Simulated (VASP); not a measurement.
# LiCu (P4/mmm) in VASP: further runs

LiCu is run at these levels: PBE; tasks: single point.

Everything below comes from runs of VASP 6.6.1. Logs are shortened: lines on timing, memory, paths and dates and some standing lists are left out, and cuts for length are marked.

### Step 1. The cell of the first run

The structure is tetragonal, space group P4/mmm (No. 123). Conventional cell: a = 2.719 Å, b = 2.719 Å, c = 3.411 Å, α = 90.00°, β = 90.00°, γ = 90.00°. Within 3.5 Å of Li (site symmetry 4/mmm) lie 8 Cu at 2.57 Å and 6 Li at 2.72 to 3.41 Å. Cu (site symmetry 4/mmm) has 8 Li at 2.57 Å and 6 Cu at 2.72 to 3.41 Å within 3.5 Å.

The cell was generated, and may not be a known phase.

### Step 2. Single point, PBE

Contents of INCAR:

```
PREC = Accurate
ENCUT = 880
EDIFF = 1E-6
ISMEAR = 0
SIGMA = 0.1
LREAL = False
LASPH = True
NELM = 120
ALGO = Normal
ISIF = 2
LWAVE = False
LCHARG = True
GGA = PE
LELF = True
LVHAR = True
NBANDS = 18
GGA_COMPAT = False
```

Contents of KPOINTS:

```
regular mesh
0
Gamma
  6 6 6
```

Contents of POSCAR:

```
LiCu
1.0
    2.7191725700      0.0000000000      0.0000000000
    0.0000000000      2.7191725700      0.0000000000
    0.0000000000      0.0000000000      3.4113225300
Li Cu
1 1
Direct
    0.5000000000      0.5000000000      0.5000000000
    0.0000000000      0.0000000000      0.0000000000
```

Potentials or basis: VASP PAW PBE potentials, release 64 (Li_sv, Cu_sv_GW).

The run is started by

```
$ cat potpaw_PBE.64/Li_sv/POTCAR potpaw_PBE.64/Cu_sv_GW/POTCAR > POTCAR
$ mpirun -np 1 vasp_std > vasp.out
```

OUTCAR:

```text
PREC = Accurate
   ENCUT = 880
   EDIFF = 1E-6
   ISMEAR = 0
   LREAL = False
   LASPH = True
   NELM = 120
   ISIF = 2
   GGA = PE

 ion  position               nearest neighbor table
   1  0.500  0.500  0.500-   2 2.57   2 2.57   2 2.57   2 2.57   2 2.57   2 2.57   2 2.57   2 2.57

   2  0.000  0.000  0.000-   1 2.57   1 2.57   1 2.57   1 2.57   1 2.57   1 2.57   1 2.57   1 2.57

  LATTYP: Found a simple tetragonal cell.
 ALAT       =     2.7191725700
 C/A-ratio  =     1.2545443300

  Lattice vectors:

 A1 = (   2.7191725700,   0.0000000000,   0.0000000000)
 A2 = (   0.0000000000,   2.7191725700,   0.0000000000)
 A3 = (   0.0000000000,   0.0000000000,   3.4113225300)

Analysis of symmetry for initial positions (statically):
=====================================================================
 Subroutine PRICEL returns:
 Original cell was already a primitive cell.

 Routine SETGRP: Setting up the symmetry group for a
 simple tetragonal supercell.

 Subroutine GETGRP returns: Found 16 space group operations
 (whereof 16 operations were pure point group operations)
 out of a pool of 16 trial point group operations.

The static configuration has the point symmetry D_4h.

Analysis of symmetry for dynamics (positions and initial velocities):
=====================================================================
 Subroutine PRICEL returns:
 Original cell was already a primitive cell.

 Routine SETGRP: Setting up the symmetry group for a
 simple tetragonal supercell.

 Subroutine GETGRP returns: Found 16 space group operations
 (whereof 16 operations were pure point group operations)
 out of a pool of 16 trial point group operations.

The dynamic configuration has the point symmetry D_4h.

 Subroutine INISYM returns: Found 16 space group operations
 (whereof 16 operations are pure point group operations),
 and found     1 'primitive' translations

----------------------------------------------------------------------------------------

                                     Primitive cell

  volume of cell :      25.2230

  direct lattice vectors                    reciprocal lattice vectors
     2.719172570  0.000000000  0.000000000     0.367758932  0.000000000  0.000000000
     0.000000000  2.719172570  0.000000000     0.000000000  0.367758932  0.000000000
     0.000000000  0.000000000  3.411322530     0.000000000  0.000000000  0.293141440

  length of vectors
     2.719172570  2.719172570  3.411322530     0.367758932  0.367758932  0.293141440

  position of ions in fractional coordinates (direct lattice)
     0.500000000  0.500000000  0.500000000
     0.000000000  0.000000000  0.000000000

  ion indices of the primitive-cell ions
   primitive index   ion index
                 1           1
                 2           2

----------------------------------------------------------------------------------------

 KPOINTS: regular mesh

Automatic generation of k-mesh.
 Grid dimensions read from file:
 generate k-points for:    6    6    6

 Generating k-lattice:

  Cartesian coordinates                     Fractional coordinates (reciprocal lattice)
     0.061293155  0.000000000  0.000000000     0.166666667  0.000000000  0.000000000
     0.000000000  0.061293155  0.000000000     0.000000000  0.166666667  0.000000000
     0.000000000  0.000000000  0.048856907     0.000000000  0.000000000  0.166666667

  Length of vectors
     0.061293155  0.061293155  0.048856907

  Shift w.r.t. Gamma in fractional coordinates (k-lattice)
     0.000000000  0.000000000  0.000000000

 Subroutine IBZKPT returns following result:
 ===========================================

 Found     40 irreducible k-points:

 Following reciprocal coordinates:
            Coordinates               Weight
  0.000000  0.000000  0.000000      1.000000
  0.166667  0.000000  0.000000      4.000000
  0.333333  0.000000  0.000000      4.000000
  0.500000  0.000000  0.000000      2.000000
  0.166667  0.166667  0.000000      4.000000
  0.333333  0.166667  0.000000      8.000000
[... 16 lines left out ...]
  0.333333  0.000000  0.333333      8.000000
  0.500000  0.000000  0.333333      4.000000
 [... further k-points ...]
   k-points           NKPTS =     40   k-points in BZ     NKDIM =     40   number of bands    NBANDS=     18
   number of dos      NEDOS =    301   number of ions     NIONS =      2
   total plane-waves  NPLWV =  28224
   dimension x,y,z NGX =    28 NGY =   28 NGZ =   36
   dimension x,y,z NGXF=    56 NGYF=   56 NGZF=   72
   ions per type =               1   1
   NGX,Y,Z   is equivalent  to a cutoff of  17.12, 17.12, 17.54 a.u.
   NGXF,Y,Z  is equivalent  to a cutoff of  34.24, 34.24, 35.09 a.u.
 SYSTEM =  unknown system
   PREC   = accura    normal or accurate (medium, high low for compatibility)
   ISTART =      0    job   : 0-new  1-cont  2-samecut
   ICHARG =      2    charge: 1-file 2-atom 10-const
   ISPIN  =      1    spin polarized calculation?
   LNONCOLLINEAR =      F non collinear calculations
   LSORBIT =      F    spin-orbit coupling
   LASPH  =      T    aspherical Exc in radial PAW
   ENCUT  =  880.0 eV  64.68 Ry    8.04 a.u.   6.58  6.58  8.25*2*pi/ulx,y,z
   NELM   =    120;   NELMIN=  2; NELMDL= -5     # of ELM steps
   EDIFF  = 0.1E-05   stopping-criterion for ELM
   LREAL  =      F    real-space projection
[... 7 lines left out ...]
   TEBEG  =    0.0;   TEEND  =   0.0 temperature during run
   PSTRESS=    0.0 pullay stress
   NELECT =      22.0000    total number of electrons
   NUPDOWN=      -1.0000    fix difference up-down
   EMIN   =  10.00;   EMAX   =-10.00  energy-range for DOS
   EFERMI =   0.00;   METHOD = LEGACY
   ISMEAR =     0;   SIGMA  =   0.10  broadening in eV -4-tet -1-fermi 0-gaus
   EFERMI_NEDOS =   21; number of points for ismear=-14 and -15
   IALGO  =     38    algorithm
   IMIX   =      4    mixing-type and parameters
     AMIX     =   0.40;   BMIX     =  1.00
     AMIX_MAG =   1.60;   BMIX_MAG =  1.00
  volume/ion in A,a.u.               =      12.61        85.11
  Fermi-wavevector in a.u.,A,eV,Ry     =   1.564169  2.955850 33.288341  2.446624
  Thomas-Fermi vector in A             =   2.666832
   LORBIT       =      0    0 simple, 1 ext, 2 COOP (PROOUT), +10 PAW based schemes
   GGA     = PE    functional components
   LHFCALC =     F    Hartree Fock is set to
   AEXX    =    0.0000 exact exchange contribution
   IVDW    =     0    specifies the selected vdW correction
   LEPSILON=     F    determine dielectric tensor
   LRPA    =     F    only Hartree local field effects (RPA)
 non-spin polarized calculation
 Gauss-broadening in eV      SIGMA  =   0.10
  energy-cutoff  :      880.00
  volume of cell :       25.22
 maximum number of plane-waves:      1521
 NGX is ok and might be reduce to    28
   NGX = 13   NGY = 13   NGZ = 17

 number of electron      22.0000001 magnetization

 Free energy of the ion-electron system (eV)
  ---------------------------------------------------
  ext. energy  EPLUGINS =         0.00000000
  ---------------------------------------------------
  free energy    TOTEN  =        -5.67089364 eV

  energy without entropy =       -5.66512080  energy(sigma->0) =       -5.66800722

 E-fermi :   4.3416     XC(G=0): -10.6538

 val. band max:        4.3200828455   @ k =   0.5000   0.1667   0.3333
 cond. band min:       4.3873643790   @ k =   0.5000   0.3333   0.0000
 fundamental gap:      0.0672815335
 Fermi energy:         4.3416101662

 k-point     1 :       0.0000    0.0000    0.0000
  band No.  band energies     occupation
      1    -108.0889      2.00000
      2     -65.4995      2.00000
      3     -65.4316      2.00000
      4     -65.4316      2.00000
      5     -41.0074      2.00000
      6      -2.3293      2.00000
[... 10 lines left out ...]
     17      24.1214      0.00000
     18      26.8149      0.00000

 k-point     2 :       0.1667    0.0000    0.0000
  band No.  band energies     occupation
      1    -108.0885      2.00000
      2     -65.4989      2.00000
      3     -65.4382      2.00000
      4     -65.4311      2.00000
      5     -41.0011      2.00000
      6      -1.8387      2.00000
[... 10 lines left out ...]
     17      22.7296      0.00000
     18      23.3888      0.00000

 k-point     3 :       0.3333    0.0000    0.0000
  band No.  band energies     occupation
      1    -108.0875      2.00000
      2     -65.4978      2.00000
      3     -65.4515      2.00000
      4     -65.4300      2.00000
      5     -40.9884      2.00000
      6      -0.6315      2.00000
[... 10 lines left out ...]
     17      19.3136      0.00000
     18      23.3874      0.00000

 k-point     4 :       0.5000    0.0000    0.0000
  band No.  band energies     occupation
      1    -108.0871      2.00000
      2     -65.4972      2.00000
      3     -65.4582      2.00000
      4     -65.4296      2.00000
      5     -40.9821      2.00000
      6       0.0703      2.00000
[... 10 lines left out ...]
     17      19.8532      0.00000
     18      21.1435      0.00000

 k-point     5 :       0.1667    0.1667    0.0000
  band No.  band energies     occupation
      1    -108.0879      2.00000
      2     -65.4983      2.00000
      3     -65.4377      2.00000
      4     -65.4375      2.00000
      5     -40.9949      2.00000
      6      -1.3414      2.00000
[... 10 lines left out ...]
     17      22.8505      0.00000
     18      24.3706      0.00000

 k-point     6 :       0.3333    0.1667    0.0000
  band No.  band energies     occupation
      1    -108.0871      2.00000
      2     -65.4972      2.00000
      3     -65.4510      2.00000
      4     -65.4366      2.00000
      5     -40.9826      2.00000
      6      -0.1254      2.00000
[... 307 lines left out ...]
 k-point    21 :       0.0000    0.0000    0.3333
  band No.  band energies     occupation
      1    -108.0889      2.00000
      2     -65.5004      2.00000
      3     -65.4315      2.00000
      4     -65.4315      2.00000
      5     -41.0052      2.00000
      6      -1.5056      2.00000
[... 10 lines left out ...]
     17      21.3657      0.00000
     18      21.5175      0.00000

 k-point    22 :       0.1667    0.0000    0.3333
  band No.  band energies     occupation
      1    -108.0884      2.00000
      2     -65.4998      2.00000
      3     -65.4381      2.00000
      4     -65.4310      2.00000
      5     -40.9991      2.00000
      6      -0.9618      2.00000
[... 10 lines left out ...]
     17      21.9085      0.00000
     18      22.2303      0.00000

 k-point    23 :       0.3333    0.0000    0.3333
  band No.  band energies     occupation
      1    -108.0875      2.00000
      2     -65.4987      2.00000
      3     -65.4515      2.00000
      4     -65.4300      2.00000
      5     -40.9869      2.00000
      6       0.3186      2.00000
[... 10 lines left out ...]
     17      22.9715      0.00000
     18      23.2249      0.00000

 k-point    24 :       0.5000    0.0000    0.3333
  band No.  band energies     occupation
      1    -108.0870      2.00000
      2     -65.4981      2.00000
      3     -65.4581      2.00000
      4     -65.4294      2.00000
      5     -40.9808      2.00000
      6       0.8756      2.00000
[... 10 lines left out ...]
     17      22.9654      0.00000
     18      23.7386      0.00000

 [... further k-points ...]
[... 5 lines left out ...]
  --------------------------------------------------------------------------------------
  -------------------------------------------------------------------------------------
  Total        0.1583097      0.1583097      0.0565577      0.0000000      0.0000000      0.0000000
  in kB       10.0559210     10.0559210      3.5925762      0.0000000      0.0000000      0.0000000
  external PRESSURE =       7.9014728 kB  Pullay stress =       0.0000000 kB

 VOLUME and BASIS-vectors are now :
 -----------------------------------------------------------------------------
  energy-cutoff  :      880.00
  volume of cell :       25.22
      direct lattice vectors                 reciprocal lattice vectors
     2.719172570  0.000000000  0.000000000     0.367758932  0.000000000  0.000000000
     0.000000000  2.719172570  0.000000000     0.000000000  0.367758932  0.000000000
     0.000000000  0.000000000  3.411322530     0.000000000  0.000000000  0.293141440

 POSITION                                       TOTAL-FORCE (eV/Angst)
 -----------------------------------------------------------------------------------
      1.35959      1.35959      1.70566         0.000000      0.000000      0.000000
      0.00000      0.00000      0.00000         0.000000      0.000000      0.000000
 -----------------------------------------------------------------------------------
    total drift:                               -0.000000      0.000000     -0.000000

  FREE ENERGIE OF THE ION-ELECTRON SYSTEM (eV)
  ---------------------------------------------------
  free  energy   TOTEN  =        -5.6708936393 eV

  energy  without entropy=       -5.6651207973  energy(sigma->0) =       -5.66800722
```

Run time: 53 s. Hardware: 1 thread of Intel Xeon Platinum 8488C (Sapphire Rapids), shared host; peak memory 0.21 GiB.

What came out:

- Free energy: -5.6709 eV
- Pressure: 0.8 GPa
- Band gap on the k mesh: zero (bands 11 and 12 overlap by 6.45 eV)

Stress tensor (GPa, compression positive):
```
1.01 0.00 0.00
0.00 1.01 0.00
0.00 0.00 0.36
```

Levels at points of the mesh, in eV from the Fermi level:
```csv
k point,band 7,band 8,band 9,band 10,band 11,band 12,band 13,band 14,band 15,band 16
"(0.00, 0.00, 0.00)",-3.32,-3.24,-2.19,-2.19,-1.92,3.58,9.00,10.56,10.56,14.24
"(0.50, 0.00, 0.00)",-3.02,-2.99,-2.37,-2.13,-0.98,-0.54,9.19,9.91,12.13,12.81
"(0.50, 0.50, 0.00)",-2.73,-2.73,-2.70,-1.57,1.17,1.17,4.08,8.25,11.98,13.55
"(0.00, 0.00, 0.50)",-3.27,-2.31,-2.31,-2.11,-2.11,-1.91,13.88,13.88,14.75,14.75
"(0.50, 0.00, 0.50)",-3.31,-2.35,-2.21,-2.08,-0.39,-0.28,1.87,6.66,16.24,18.86
"(0.50, 0.50, 0.50)",-3.24,-3.24,-2.07,-1.57,4.54,4.54,5.35,5.98,5.98,7.31
```

Caveat: the k points lie up to 0.39 Å⁻¹ apart, too coarse for converged energies and pressures of a metal.

### Step 3. Single point, PBE (11.35 Å³/atom)

This run uses another cell than the first one, of 11.35 Å³/atom.

Contents of INCAR:

```
SYSTEM = LiCu
ALGO = Normal ; EDIFF = 1E-6
ENCUT = 880 ; GGA = PE
GGA_COMPAT = .FALSE. ; ISIF = 2
ISMEAR = 0 ; LASPH = .TRUE.
LCHARG = .FALSE. ; LREAL = .FALSE.
LWAVE = .FALSE. ; NBANDS = 18
NELM = 120 ; PREC = Accurate
SIGMA = 0.1
```

Contents of KPOINTS:

```
k-points
0
G
  20 20 16
  0 0 0
```

Contents of POSCAR:

```
LiCu
1.0
    2.4989481432      0.0000000000      0.0000000000
    0.0000000000      2.4989481432      0.0000000000
    0.0000000000      0.0000000000      3.6352032288
Li Cu
1 1
Direct
    0.5000000000      0.5000000000      0.5000000000
    0.0000000000      0.0000000000      0.0000000000
```

Potentials or basis: VASP PAW PBE potentials, release 64 (Li_sv, Cu_sv_GW).

The run is started by

```
$ cat potpaw_PBE.64/Li_sv/POTCAR potpaw_PBE.64/Cu_sv_GW/POTCAR > POTCAR
$ mpirun -np 1 vasp_std > vasp.out
```

Run time: 3.5 min. Hardware: 1 thread of Intel Xeon Platinum 8488C (Sapphire Rapids), shared host; peak memory 0.69 GiB.

Results (log left out):

| Property | Result |
| --- | --- |
| Free energy | -5.6731 eV |
| Pressure | 8.5 GPa |
| Band gap on the k mesh | zero (bands 11 and 12 overlap by 7.10 eV) |

Levels at points of the mesh, in eV from the Fermi level:
| k point | band 9 | band 10 | band 11 | band 12 | band 13 | band 14 |
| --- | --- | --- | --- | --- | --- | --- |
| (0.00, 0.00, 0.00) | -2.33 | -2.33 | -1.91 | 1.47 | 7.59 | 13.35 |
| (0.50, 0.00, 0.00) | -2.55 | -2.23 | -0.88 | -0.04 | 8.01 | 9.21 |
| (0.50, 0.50, 0.00) | -2.76 | -1.45 | 2.08 | 2.08 | 5.91 | 9.70 |
| (0.00, 0.00, 0.50) | -2.67 | -2.39 | -2.39 | -1.91 | 16.00 | 16.00 |
| (0.50, 0.00, 0.50) | -2.44 | -2.26 | -0.71 | -0.49 | 2.43 | 7.16 |
| (0.50, 0.50, 0.50) | -2.33 | -1.45 | 5.13 | 5.13 | 6.32 | 6.32 |

Caveat: the cell stands under pressure.

The gap in the log of VASP goes by the Fermi energy; the results here count the filled bands.